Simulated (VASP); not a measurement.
# MgC6: single point with PBE

MgC6:

```
Mg C
1.0
     4.26469    0.00000    0.00000
    -2.13235    3.69333    0.00000
     0.00000    0.00000    7.93022
Mg C
1 6
Direct
  0.00000 0.00000 0.00000
  0.33332 0.00000 0.50000
  0.66668 0.00000 0.50000
  0.00000 0.33332 0.50000
  0.00000 0.66668 0.50000
  0.66668 0.66668 0.50000
  0.33332 0.33332 0.50000
```

The cell was built from a structure type or drawn by symmetry, and may not be a known phase.

```yaml
Program: VASP 6.6.1
Task: single point
Functional: PBE
Potentials_or_basis: VASP PAW PBE potentials, release 64 (Mg, C)
Cutoff: 520 eV
k_mesh: 12 × 12 × 8
Occupations: gaussian, width 0.1 eV
Spin: no spin polarisation
```

```json
{
 "Pressure": "0.2 GPa",
 "Largest force": "0.005 eV/Å",
 "Band gap on the k mesh": "zero (bands 13 and 14 overlap by 0.74 eV)"
}
```

Forces on the atoms (eV/Å):
```
Mg   0.000  0.000  0.000
C   -0.005  0.000  0.000
C    0.005  0.000  0.000
C    0.003 -0.005  0.000
C   -0.003  0.005  0.000
C    0.003  0.005  0.000
C   -0.003 -0.005  0.000
```

Stress tensor (GPa, compression positive):
```
0.30 0.00 0.00
0.00 0.30 0.00
0.00 0.00 0.00
```

Levels at points of the mesh, in eV from the Fermi level:
```
           k point  band 10  band 11  band 12  band 13  band 14  band 15  band 16  band 17
(0.00, 0.00, 0.00)    -3.59    -2.69    -0.58    -0.58    -0.56    -0.56     1.76     4.45
(0.50, 0.00, 0.00)    -5.95    -5.92    -2.94    -0.51     0.57     1.08     3.63     4.86
(0.00, 0.00, 0.50)    -3.59    -2.52    -0.58    -0.58    -0.56    -0.56     0.92     6.57
(0.50, 0.00, 0.50)    -5.96    -5.93    -2.94    -0.35     0.73     1.09     2.93     4.21
```

Wall time 3.1 min on 1 thread of Intel(R) Xeon(R) Platinum 8488C (Sapphire Rapids), with other jobs on the host, peak memory 0.38 GiB.
